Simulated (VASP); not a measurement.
Runs of VASP 6.6.1 on BaO. Symmetry: Fm-3m, No. 225, cubic system. Conventional cell: a = 5.544 Å, b = 5.544 Å, c = 5.544 Å, α = 90.00°, β = 90.00°, γ = 90.00°. Ba (site symmetry m-3m) has 6 O at 2.77 Å within 3.7 Å. Within 3.7 Å of O (site symmetry m-3m) lie 6 Ba at 2.77 Å. 

```tsv
level	potentials or basis	spin	k mesh	gap on the mesh (eV)	pressure (GPa)
PBEsol	VASP PAW PBE potentials, release 64 (Ba_sv, O)	off	10 × 10 × 10	(b)	(a)
PBE	VASP PAW PBE potentials, release 64 (Ba_sv, O)	off	8 × 8 × 8	1.98	2.8
LDA	VASP PAW LDA potentials, release 64 (Ba_sv, O)	off	8 × 8 × 8	1.84	-2.8
LDA	VASP PAW LDA potentials, release 64 (Ba_sv, O)	off	10 × 10 × 10	1.84	-2.8
PBE	VASP PAW PBE potentials, release 64 (Ba_sv, O)	non-collinear, zero start, SOC	8 × 8 × 8	-	2.7
```

Alike in all rows: task single point; cell as given; cutoff (eV) 600; smearing gaussian 0.01 eV.

Problem. Estimate the missing entries.

Solution. (a) -0.5; (b) 1.88.

Caveats: spin-orbit coupling is left out, which moves the levels of the heavy elements (some runs); the PAW data sets were made with another functional, which shifts forces and pressure a little (some runs).

A k mesh can miss the band edges, and rows without SOC leave out spin-orbit coupling on Ba.
